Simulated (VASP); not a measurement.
# Pd (I4_1/amd) in VASP: a series of runs

Pd is run at these levels: PBE; tasks: relaxation of cell and atoms, single point.

All numbers are computed with VASP 6.6.1; they aren't measurements. Logs are shortened: lines on timing, memory, paths and dates and some standing lists are left out, and cuts for length are marked.

### 1 The cell of the first run

Symmetry: I4_1/amd, No. 141, tetragonal system. Conventional cell: a = 4.836 Å, b = 4.836 Å, c = 2.638 Å, α = 90.00°, β = 90.00°, γ = 90.00°. Within 3.3 Å of Pd (site symmetry -4m2) lie 10 Pd at 2.51 to 3.12 Å.

### 2 Relaxation of cell and atoms, PBE

INCAR reads:

```
SYSTEM = Pd
  ALGO = Fast
  EDIFF = 1E-6
  EDIFFG = -0.04
  ENCUT = 600
  GGA = PE
  IBRION = 2
  ISIF = 3
  ISMEAR = 0
  LASPH = .TRUE.
  LCHARG = .FALSE.
  LREAL = .FALSE.
  LWAVE = .FALSE.
  NELM = 80
  NSW = 90
  PREC = Accurate
  SIGMA = 0.1
```

KPOINTS reads:

```
k-points
0
G
  8 8 8
  0 0 0
```

POSCAR reads:

```
Pd
1.0
   -2.4181207287      2.4181207287      1.3191294947
    2.4181207287     -2.4181207287      1.3191294947
    2.4181207287      2.4181207287     -1.3191294947
Pd
2
Direct
    0.0000000000      0.0000000000      0.0000000000
    0.7500000000      0.2500000000      0.5000000000
```

Potentials or basis: VASP PAW PBE potentials, release 64 (Pd).

The run is started by

```console
cat potpaw_PBE.64/Pd/POTCAR > POTCAR
mpirun -np 1 vasp_std > vasp.out
```

OUTCAR:

```text
SYSTEM = Pd
   EDIFF = 1E-6
   EDIFFG = -0.04
   ENCUT = 600
   GGA = PE
   IBRION = 2
   ISIF = 3
   ISMEAR = 0
   LASPH = .TRUE.
   LREAL = .FALSE.
   NELM = 80
   NSW = 90
   PREC = Accurate

 ion  position               nearest neighbor table
   1  0.000  0.000  0.000-   2 2.51   2 2.51   2 2.51   2 2.51   2 3.12   2 3.12   2 3.12   2 3.12

   2  0.750  0.250  0.500-   1 2.51   1 2.51   1 2.51   1 2.51   1 3.12   1 3.12   1 3.12   1 3.12

  LATTYP: Found a body centered tetragonal cell.
 ALAT       =     4.8362414574
 C/A-ratio  =     0.5455184595

  Lattice vectors:

 A1 = (  -2.4181207287,   2.4181207287,   1.3191294947)
 A2 = (   2.4181207287,  -2.4181207287,   1.3191294947)
 A3 = (   2.4181207287,   2.4181207287,  -1.3191294947)

Analysis of symmetry for initial positions (statically):
=====================================================================
 Subroutine PRICEL returns:
 Original cell was already a primitive cell.

 Routine SETGRP: Setting up the symmetry group for a
 body centered tetragonal supercell.

 Subroutine GETGRP returns: Found 16 space group operations
 (whereof  8 operations were pure point group operations)
 out of a pool of 16 trial point group operations.

The static configuration has the point symmetry D_2d.
 The point group associated with its full space group is D_4h.

Analysis of symmetry for dynamics (positions and initial velocities):
=====================================================================
 Subroutine PRICEL returns:
 Original cell was already a primitive cell.

 Routine SETGRP: Setting up the symmetry group for a
 body centered tetragonal supercell.

 Subroutine GETGRP returns: Found 16 space group operations
 (whereof  8 operations were pure point group operations)
 out of a pool of 16 trial point group operations.

The dynamic configuration has the point symmetry D_2d.
 The point group associated with its full space group is D_4h.

 Subroutine INISYM returns: Found 16 space group operations
 (whereof  8 operations are pure point group operations),
 and found     1 'primitive' translations

----------------------------------------------------------------------------------------

                                     Primitive cell

  volume of cell :      30.8534

  direct lattice vectors                    reciprocal lattice vectors
    -2.418120729  2.418120729  1.319129495     0.000000000  0.206772141  0.379037844
     2.418120729 -2.418120729  1.319129495     0.206772141  0.000000000  0.379037844
     2.418120729  2.418120729 -1.319129495     0.206772141  0.206772141  0.000000000

  length of vectors
     3.665340140  3.665340140  3.665340140     0.431768926  0.431768926  0.292419966

  position of ions in fractional coordinates (direct lattice)
     0.000000000  0.000000000  0.000000000
     0.750000000  0.250000000  0.500000000

  ion indices of the primitive-cell ions
   primitive index   ion index
                 1           1
                 2           2

----------------------------------------------------------------------------------------

 KPOINTS: k-points

Automatic generation of k-mesh.
 Grid dimensions read from file:
 generate k-points for:    8    8    8

 Generating k-lattice:

  Cartesian coordinates                     Fractional coordinates (reciprocal lattice)
     0.000000000  0.025846518  0.047379731     0.125000000  0.000000000  0.000000000
     0.025846518  0.000000000  0.047379731     0.000000000  0.125000000  0.000000000
     0.025846518  0.025846518  0.000000000     0.000000000  0.000000000  0.125000000

  Length of vectors
     0.053971116  0.053971116  0.036552496

  Shift w.r.t. Gamma in fractional coordinates (k-lattice)
     0.000000000  0.000000000  0.000000000

 Subroutine IBZKPT returns following result:
 ===========================================

 Found     59 irreducible k-points:

 Following reciprocal coordinates:
            Coordinates               Weight
  0.000000  0.000000  0.000000      1.000000
  0.125000  0.000000  0.000000      8.000000
  0.250000  0.000000  0.000000      8.000000
  0.375000  0.000000 -0.000000      8.000000
  0.500000  0.000000  0.000000      4.000000
  0.125000  0.125000  0.000000      8.000000
[... 16 lines left out ...]
  0.250000  0.125000  0.125000     16.000000
  0.375000  0.125000  0.125000      8.000000
 [... further k-points ...]
   k-points           NKPTS =     59   k-points in BZ     NKDIM =     59   number of bands    NBANDS=     14
   number of dos      NEDOS =    301   number of ions     NIONS =      2
   total plane-waves  NPLWV =  27000
   dimension x,y,z NGX =    30 NGY =   30 NGZ =   30
   dimension x,y,z NGXF=    60 NGYF=   60 NGZF=   60
   ions per type =               2
   NGX,Y,Z   is equivalent  to a cutoff of  13.61, 13.61, 13.61 a.u.
   NGXF,Y,Z  is equivalent  to a cutoff of  27.21, 27.21, 27.21 a.u.
 SYSTEM =  Pd
   PREC   = accura    normal or accurate (medium, high low for compatibility)
   ISTART =      0    job   : 0-new  1-cont  2-samecut
   ICHARG =      2    charge: 1-file 2-atom 10-const
   ISPIN  =      1    spin polarized calculation?
   LNONCOLLINEAR =      F non collinear calculations
   LSORBIT =      F    spin-orbit coupling
   LASPH  =      T    aspherical Exc in radial PAW
   ENCUT  =  600.0 eV  44.10 Ry    6.64 a.u.   7.32  7.32  7.32*2*pi/ulx,y,z
   NELM   =     80;   NELMIN=  2; NELMDL= -5     # of ELM steps
   EDIFF  = 0.1E-05   stopping-criterion for ELM
   LREAL  =      F    real-space projection
   EDIFFG = -.4E-01   stopping-criterion for IOM
   NSW    =     90    number of steps for IOM
   IBRION =      2    ionic relax: 0-MD 1-quasi-New 2-CG
   NFREE  =      1    steps in history (QN), initial steepest desc. (CG)
   ISIF   =      3    stress and relaxation
   ISYM   =      2    0-nonsym 1-usesym 2-fastsym
   POTIM  = 0.5000    time-step for ionic-motion
   TEBEG  =    0.0;   TEEND  =   0.0 temperature during run
   PSTRESS=    0.0 pullay stress
   NELECT =      20.0000    total number of electrons
   NUPDOWN=      -1.0000    fix difference up-down
   EMIN   =  10.00;   EMAX   =-10.00  energy-range for DOS
   EFERMI =   0.00;   METHOD = LEGACY
   ISMEAR =     0;   SIGMA  =   0.10  broadening in eV -4-tet -1-fermi 0-gaus
   EFERMI_NEDOS =   21; number of points for ismear=-14 and -15
   IALGO  =     68    algorithm
   IMIX   =      4    mixing-type and parameters
     AMIX     =   0.40;   BMIX     =  1.00
     AMIX_MAG =   1.60;   BMIX_MAG =  1.00
  volume/ion in A,a.u.               =      15.43       104.10
  Fermi-wavevector in a.u.,A,eV,Ry     =   1.416828  2.677416 27.312345  2.007401
  Thomas-Fermi vector in A             =   2.538122
   LORBIT       =      0    0 simple, 1 ext, 2 COOP (PROOUT), +10 PAW based schemes
   GGA     = PE    functional components
   LHFCALC =     F    Hartree Fock is set to
   AEXX    =    0.0000 exact exchange contribution
   IVDW    =     0    specifies the selected vdW correction
   LEPSILON=     F    determine dielectric tensor
   LRPA    =     F    only Hartree local field effects (RPA)
 conjugate gradient relaxation of ions
 non-spin polarized calculation
 RMM-DIIS sequential band-by-band and
 Gauss-broadening in eV      SIGMA  =   0.10
  energy-cutoff  :      600.00
  volume of cell :       30.85
 maximum number of plane-waves:      1045
 NGX is ok and might be reduce to    30
   NGX = 15   NGY = 15   NGZ = 15

--------------------------------------- Ionic step        1  -------------------------------------------

 number of electron      19.9999996 magnetization

 Free energy of the ion-electron system (eV)
  ---------------------------------------------------
  ext. energy  EPLUGINS =         0.00000000
  ---------------------------------------------------
  free energy    TOTEN  =        -9.61121425 eV

  energy without entropy =       -9.59753714  energy(sigma->0) =       -9.60437570

------------------------ aborting loop because EDIFF is reached ----------------------------------------

  FORCE on cell =-STRESS in cart. coord.  units (eV):
  Direction    XX          YY          ZZ          XY          YZ          ZX
  --------------------------------------------------------------------------------------
  -------------------------------------------------------------------------------------
  Total        3.2240174      3.2240174      2.5827690      0.0000000      0.0000000      0.0000000
  in kB      167.4189337    167.4189337    134.1197591      0.0000000      0.0000000      0.0000000
  external PRESSURE =     156.3192088 kB  Pullay stress =       0.0000000 kB
[... 165 lines left out ...]
  energy  without entropy=       -9.7261868556  energy(sigma->0) =       -9.73327266

--------------------------------------- Ionic step        6  -------------------------------------------

 number of electron      20.0000002 magnetization

 Free energy of the ion-electron system (eV)
  ---------------------------------------------------
  ext. energy  EPLUGINS =         0.00000000
  ---------------------------------------------------
  free energy    TOTEN  =        -9.74079559 eV

  energy without entropy =       -9.72688131  energy(sigma->0) =       -9.73383845

 E-fermi :   7.9217     XC(G=0): -12.2945

 val. band max:        7.9164222837   @ k =   0.2500   0.1250   0.1250
 cond. band min:       7.9583277984   @ k =   0.0000   0.0000   0.0000
 fundamental gap:      0.0419055147
 Fermi energy:         7.9216767307

 k-point     1 :       0.0000    0.0000    0.0000
  band No.  band energies     occupation
      1       1.6293      2.00000
      2       3.1377      2.00000
      3       3.6224      2.00000
      4       4.1697      2.00000
      5       4.4752      2.00000
      6       6.8035      2.00000
      7       6.8035      2.00000
      8       6.8514      2.00000
      9       6.8514      2.00000
     10       7.9583      0.60423
     11       8.7315      0.00000
     12      14.1473      0.00000
     13      14.1473      0.00000
     14      20.8799      0.00000
[... 375 lines left out ...]
 k-point    24 :       0.3750    0.1250    0.1250
  band No.  band energies     occupation
      1       3.4829      2.00000
      2       3.6694      2.00000
      3       4.1430      2.00000
      4       4.9870      2.00000
      5       5.0808      2.00000
      6       6.1532      2.00000
      7       6.5625      2.00000
      8       7.3935      2.00000
      9       7.6810      1.99933
     10       8.2527      0.00000
     11      10.7187      0.00000
     12      13.2981      0.00000
     13      14.6001      0.00000
     14      15.0423      0.00000

 [... further k-points ...]
[... 5 lines left out ...]
  --------------------------------------------------------------------------------------
  -------------------------------------------------------------------------------------
  Total        0.0380917      0.0380917      0.0159892      0.0000000      0.0000000     -0.0000000
  in kB        1.8116074      1.8116074      0.7604338      0.0000000      0.0000000     -0.0000000
  external PRESSURE =       1.4612162 kB  Pullay stress =       0.0000000 kB
[... 17 lines left out ...]
  FREE ENERGIE OF THE ION-ELECTRON SYSTEM (eV)
  ---------------------------------------------------
  free  energy   TOTEN  =        -9.7407955910 eV

  energy  without entropy=       -9.7268813071  energy(sigma->0) =       -9.73383845

 reached required accuracy - stopping structural energy minimisation
```

Run time: 63 s. Hardware: 1 thread of Intel Xeon 6975P-C (Granite Rapids), shared host; peak memory 0.19 GiB.

What came out:

* Free energy: -9.7408 eV
* Relaxed volume: 16.84 Å³/atom
* Relaxed cell: a = 3.783 Å, b = 3.783 Å, c = 3.783 Å, α = 97.30°, β = 97.30°, γ = 138.24°
* Space group after relaxing (to 0.05 Å): I4_1/amd (No. 141)
* Energy gained by relaxing: 64.8 meV/atom
* Ionic steps: 6
* Pressure after relaxing: 0.1 GPa
* Band gap on the k mesh: zero (band 10 reaches 8.31 eV, above the bottom of band 11 at 7.34 eV)

Step by step:
| step | energy change (eV) | largest force (eV/Å) | pressure (GPa) | volume (Å³) |
| --- | --- | --- | --- | --- |
| 1 | 0.0000 | 0.0000 | 15.63 | 30.85 |
| 2 | 0.0521 | 0.0000 | -11.73 | 38.07 |
| 3 | -0.1291 | 0.0000 | -0.38 | 33.83 |
| 4 | -0.1292 | 0.0000 | -0.11 | 33.76 |
| 5 | -0.1291 | 0.0000 | 0.14 | 33.70 |
| 6 | -0.1296 | 0.0000 | 0.15 | 33.69 |

Final structure:
```
CELL_PARAMETERS angstrom
-2.49939 2.49939 1.34818
2.49939 -2.49939 1.34818
2.49939 2.49939 -1.34818
ATOMIC_POSITIONS crystal
Pd 0.00000 0.00000 0.00000
Pd 0.75000 0.25000 0.50000
```

### 3 Single point, PBE

This run uses another cell than the first one, of 16.89 Å³/atom, 1.095 times its volume.

INCAR reads:

```
PREC     = Accurate       # precision mode
ENCUT    = 520            # plane-wave cutoff, eV
EDIFF    = 1E-7           # SCF threshold, eV
ISMEAR   = 0              # smearing method
SIGMA    = 0.1            # smearing width, eV
LREAL    = F              # projectors in reciprocal space
LASPH    = T              # aspherical terms in the spheres
NELM     = 60             # most SCF steps
ALGO     = Fast           # electronic algorithm
ISIF     = 2              # what is computed and relaxed
LWAVE    = F              # write WAVECAR
LCHARG   = F              # write CHGCAR
GGA      = PE             # functional
NBANDS   = 17             # bands
```

KPOINTS reads:

```
regular mesh
0
Gamma
  18 18 18
```

POSCAR reads:

```
Pd
1.0
   -2.5053638084      2.5053638084      1.3457611335
    2.5053638084     -2.5053638084      1.3457611335
    2.5053638084      2.5053638084     -1.3457611335
Pd
2
Direct
    0.0000000000      0.0000000000      0.0000000000
    0.7500000000      0.2500000000      0.5000000000
```

Potentials or basis: VASP PAW PBE potentials, release 64 (Pd).

The run is started by

```console
cat potpaw_PBE.64/Pd/POTCAR > POTCAR
mpirun -np 1 vasp_std > vasp.out
```

Run time: 1.8 min. Hardware: 1 thread of Intel Xeon 6975P-C (Granite Rapids), shared host; peak memory 0.34 GiB.

The run converged. Its results:

```yaml
Free_energy: -9.7572 eV
Pressure: -0.3 GPa
Band_gap_on_the_k_mesh: zero (band 10 reaches 8.26 eV, above the bottom of band 11 at 7.24 eV)
```

Stress tensor (GPa, compression positive):
```
-0.37  0.00  0.00
 0.00 -0.37  0.00
 0.00  0.00 -0.26
```

Levels at points of the mesh, in eV from the Fermi level:
```csv
k point,band 7,band 8,band 9,band 10,band 11,band 12,band 13,band 14
"(0.00, 0.00, 0.00)",-1.11,-1.07,-1.07,0.02,0.79,6.17,6.17,12.85
"(0.50, 0.00, 0.00)",-0.93,-0.84,-0.29,-0.12,2.42,5.41,7.64,8.42
"(0.50, 0.50, 0.00)",-1.27,-1.27,-0.57,-0.57,-0.18,-0.18,12.00,12.00
"(0.50, 0.50, 0.50)",-0.97,-0.97,-0.91,-0.91,0.51,0.51,5.28,5.28
```

(Part 1 of 2 ends here.)
